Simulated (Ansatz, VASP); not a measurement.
## One calculation of ZnCu, two programs

```
CELL_PARAMETERS angstrom
2.90788 0.00000 0.00000
0.00000 2.90788 0.00000
0.00000 0.00000 2.90788
ATOMIC_POSITIONS crystal
Zn 0.50000 0.50000 0.50000
Cu 0.00000 0.00000 0.00000
```

Alike in both runs: functional PBEsol; k mesh 14 × 14 × 14; occupations gaussian, width 0.1 eV; no spin polarisation.

Ansatz relaxed the structure, and its values are those at the end. VASP's run is a single point on that final structure, the one shown.

|  | VASP | Ansatz |
| --- | --- | --- |
| version | VASP 6.6.1 | Ansatz 0.2.0 |
| potentials or method | VASP PAW PBE potentials, release 64 (Zn, Cu), cutoff 520 eV | scalar-relativistic, plane waves, PAW |
| valence electrons in the cell | 23 | 31 |

```csv
,VASP,Ansatz,Ansatz less VASP
gap on the k mesh at the Fermi level (eV),none,none,-
pressure (GPa),0.7,0.0,-0.70
```

VASP's potentials were made for PBE, not for PBEsol. A gap of «none» marks a metal or a gap that the smearing closes. The functional is the same, so the differences come from potentials, cutoffs and numerics. VASP's potentials hold 23 valence electrons a cell and Ansatz's 31, so a difference there can come from the potentials and not from the codes.
